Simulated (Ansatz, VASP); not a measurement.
## Two plane-wave programs on CaMg

File INCAR:

```
PREC = Accurate
ENCUT = 520
EDIFF = 1E-7
ISMEAR = 0
SIGMA = 0.15
LREAL = False
LASPH = True
NELM = 60
ALGO = Fast
ISIF = 2
LWAVE = False
LCHARG = True
LELF = True
LVHAR = True
NBANDS = 13
```

The input KPOINTS:

```
regular mesh
0
Gamma
  12 12 12
```

POSCAR

```
CaMg
1.0
    3.9547284438      0.0000000000      0.0000000000
    0.0000000000      3.9547284438      0.0000000000
    0.0000000000      0.0000000000      3.9547284438
Ca Mg
1 1
Direct
    0.0085505821      0.0000000000      0.0000000000
    0.4859004225      0.5000000000      0.5000000000
```

Input for Ansatz:

```yaml
crystal:
  lattice:
    - [3.9547284438, 0.0, 0.0]
    - [0.0, 3.9547284438, 0.0]
    - [0.0, 0.0, 3.9547284438]
  atoms:
    - { symbol: Ca, position: [0.0085505821, 0.0, 0.0] }
    - { symbol: Mg, position: [0.4859004225, 0.5, 0.5] }
basis:
  ecutwfc: 520.0
kpoints:
  mp_grid: { grid: [12, 12, 12] }
hamiltonian:
  xc: lda
scf:
  occupations: { method: gaussian, width: 0.15 }
output:
  forces: true
  stress: true
  eigenvalues: true
```

Change from the starting cell: mode 4 frozen in at -0.054 Å, equal normal strain along x, y and z +0.0250.

Alike in both runs: task single point; functional LDA; k mesh 12 × 12 × 12; occupations gaussian, width 0.15 eV; no spin polarisation.

```csv
,VASP,Ansatz
version,VASP 6.6.1,Ansatz 0.2.0
potentials or method,"VASP PAW LDA potentials, release 64 (Ca_sv, Mg), cutoff 520 eV","scalar-relativistic, plane waves, PAW"
valence electrons in the cell,12,20
```

VASP gave:

| Item | Value |
| --- | --- |
| gap on the k mesh at the Fermi level (eV) | none |
| pressure (GPa) | -2.0 |
| rms of the force components (eV/Å) | 0.107 |

Task: Which values does Ansatz return?

Result: gap on the k mesh at the Fermi level (eV): none; pressure (GPa): -1.8; rms of the force components (eV/Å): 0.104.

LDA's correlation is that of Perdew and Zunger in VASP and of Perdew and Wang (1992) in Ansatz. Atom by atom the forces differ by 0.003 eV/Å (rms over components). A gap of «none» marks a metal or a gap that the smearing closes. VASP's potentials hold 12 valence electrons a cell and Ansatz's 20, so a difference there can come from the potentials and not from the codes.
